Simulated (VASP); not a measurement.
BP, 2 atoms in the cell. The structure is cubic, space group F-43m (No. 216). Conventional cell: a = 4.460 Å, b = 4.460 Å, c = 4.460 Å, α = 90.00°, β = 90.00°, γ = 90.00°. B (site symmetry -43m) has 4 P at 1.93 Å within 2.6 Å. P (site symmetry -43m) has 4 B at 1.93 Å within 2.6 Å.  This cell differs from its parent crystal: volume scaled by 0.98.

| Quantity | Value |
| --- | --- |
| Program | VASP 6.6.1 |
| Task | single point |
| Functional | LDA |
| Potentials or basis | VASP PAW LDA potentials, release 64 (B, P) |
| Cutoff | 520 eV |
| k mesh | 8 × 8 × 8 |
| Occupations | gaussian, width 0.05 eV |
| Spin | no spin polarisation |
| Dipole correction | no |
| Further INCAR settings | ALGO = Normal; EDIFF = 1e-06; NBANDS = 11 |

Potentials or basis: VASP PAW LDA potentials, release 64 (B, P).

Launch:

```bash
$ cat potpaw_LDA.64/B/POTCAR potpaw_LDA.64/P/POTCAR > POTCAR
$ mpirun -np 1 vasp_std > vasp.out
```

Hardware: 1 thread of AMD EPYC 7R43 64-Core Processor (Zen 3), with other jobs on the host.

Q: Estimate the wall time of this run.

A: It took 11 s on 1 thread of AMD EPYC 7R43 64-Core Processor (Zen 3), on a shared host, peak memory 0.08 GiB. Counts: scf iterations 12, k points 29.
